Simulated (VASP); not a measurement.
Wanted: the native input for a VASP 6.6.1 run.

| Property | Result |
| --- | --- |
| Task | single point |
| Functional | PBE |
| Potentials or basis | VASP PAW PBE potentials, release 64 (Zr_sv, C) |
| Cutoff | 520 eV |
| k mesh | 4 × 5 × 1 |
| Occupations | gaussian, width 0.1 eV |
| Spin | no spin polarisation |
| Dipole correction | yes |
| Further INCAR settings | ALGO = Normal; EDIFF = 1e-07; NBANDS = 60 |

The structure of Zr8C lies in POSCAR:

```
Zr8C
1.0
    6.4655797184      0.0000000000      0.0000000000
    0.0000000000      5.1691196971      0.0000000000
    0.0000000000      0.0000000000     18.9770873264
Zr C
8 1
Direct
    0.0000000000      0.7500000000      0.2107805024
    0.5000000000      0.7500000000      0.2107805024
    0.2500000000      0.2500000000      0.2599569661
    0.7500000000      0.2500000000      0.2599569661
    0.2500000000      0.7500000000      0.3477072663
    0.7500000000      0.7500000000      0.3477072663
    0.0000000000      0.2500000000      0.3940060557
    0.5000000000      0.2500000000      0.3940060557
    0.0000000000      0.6250000000      0.4165559368
```

One way to write it, as run:

INCAR

```
PREC     = Accurate       # precision mode
ENCUT    = 520            # plane-wave cutoff, eV
EDIFF    = 1E-7           # SCF threshold, eV
ISMEAR   = 0              # smearing method
SIGMA    = 0.1            # smearing width, eV
LREAL    = False          # projectors in reciprocal space
LASPH    = True           # aspherical terms in the spheres
NELM     = 100            # most SCF steps
ALGO     = Normal         # electronic algorithm
ISIF     = 2              # what is computed and relaxed
LWAVE    = False          # write WAVECAR
LCHARG   = False          # write CHGCAR
LDIPOL   = True         
IDIPOL   = 3            
DIPOL    = 0.5 0.5 0.316
GGA      = PE             # functional
NBANDS   = 60             # bands
```

KPOINTS

```
Automatic mesh
0
Gamma
  4 5 1
```

Potentials or basis: VASP PAW PBE potentials, release 64 (Zr_sv, C).

Run with:

```sh
$ cat potpaw_PBE.64/Zr_sv/POTCAR potpaw_PBE.64/C/POTCAR > POTCAR
$ mpirun -np 1 vasp_std > vasp.out
```

Results of the run:

```
Largest force          : 2.079 eV/Å
Band gap on the k mesh : zero (bands 50 and 51 overlap by 0.43 eV)
```

Run time: 18 min on 1 thread of Intel(R) Xeon(R) 6975P-C (Granite Rapids), with other jobs on the host, peak memory 0.7 GiB.
